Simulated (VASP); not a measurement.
Si3TeW, 5 atoms in the cell. The structure is cubic, space group Pm-3m (No. 221). Conventional cell: a = 4.920 Å, b = 4.920 Å, c = 4.920 Å, α = 90.00°, β = 90.00°, γ = 90.00°. Si (site symmetry 4/mmm) has 2 Te at 2.46 Å within 3.2 Å. Te (site symmetry m-3m) has 6 Si at 2.46 Å within 3.2 Å. Within 4.6 Å of W (site symmetry m-3m) lie 12 Si at 3.48 Å and 8 Te at 4.26 Å. 

| Quantity | Value |
| --- | --- |
| Program | VASP 6.6.1 |
| Task | single point |
| Functional | PBE |
| Potentials or basis | VASP PAW PBE potentials, release 64 (Si, Te, W_sv) |
| Cutoff | 520 eV |
| k mesh | 8 × 8 × 8 |
| Occupations | gaussian, width 0.1 eV |
| Spin | no spin polarisation |
| Dipole correction | no |
| Further INCAR settings | ALGO = Normal; EDIFF = 1e-06; NBANDS = 24 |

Potentials or basis: VASP PAW PBE potentials, release 64 (Si, Te, W_sv).

Launch:

```console
$ cat potpaw_PBE.64/Si/POTCAR potpaw_PBE.64/Te/POTCAR potpaw_PBE.64/W_sv/POTCAR > POTCAR
$ mpirun -np 1 vasp_std > vasp.out
```

Hardware: 1 thread of Intel(R) Xeon(R) 6975P-C (Granite Rapids) (shared host).

How long does it take, and how much memory?

Wall time 44 s on 1 thread of Intel(R) Xeon(R) 6975P-C (Granite Rapids) (shared host), peak memory 0.29 GiB. Counts: scf iterations 16, k points 35.
